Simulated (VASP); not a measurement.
TaN, 2 atoms in the cell. Symmetry: Fm-3m, No. 225, cubic system. The conventional cell has a = 4.443 Å, b = 4.443 Å, c = 4.443 Å, α = 90.00°, β = 90.00°, γ = 90.00°. Within 2.9 Å of Ta (site symmetry m-3m) lie 6 N at 2.22 Å. Within 2.9 Å of N (site symmetry m-3m) lie 6 Ta at 2.22 Å.  This cell differs from its parent crystal: volume scaled by 1.06.

```yaml
Program: VASP 6.6.1
Task: single point
Functional: PBEsol
Potentials_or_basis: VASP PAW PBE potentials, release 64 (Ta_pv, N)
Cutoff: 520 eV
k_mesh: 9 × 9 × 9
Occupations: fermi-dirac, width 0.02 eV
Spin: no spin polarisation
Dipole_correction: no
Further_INCAR_settings: ALGO = Normal; EDIFF = 1e-06; NBANDS = 15
```

Potentials or basis: VASP PAW PBE potentials, release 64 (Ta_pv, N).

Command:

```bash
$ cat potpaw_PBE.64/Ta_pv/POTCAR potpaw_PBE.64/N/POTCAR > POTCAR
$ mpirun -np 1 vasp_std > vasp.out
```

Hardware: 1 thread of Intel Xeon 6975P-C (shared host).

Q: Estimate the wall time of this run.

A: Run time: 5.8 s on 1 thread of Intel Xeon 6975P-C, with other jobs on the host, peak memory 0.14 GiB. Counts: scf iterations 12, k points 35.
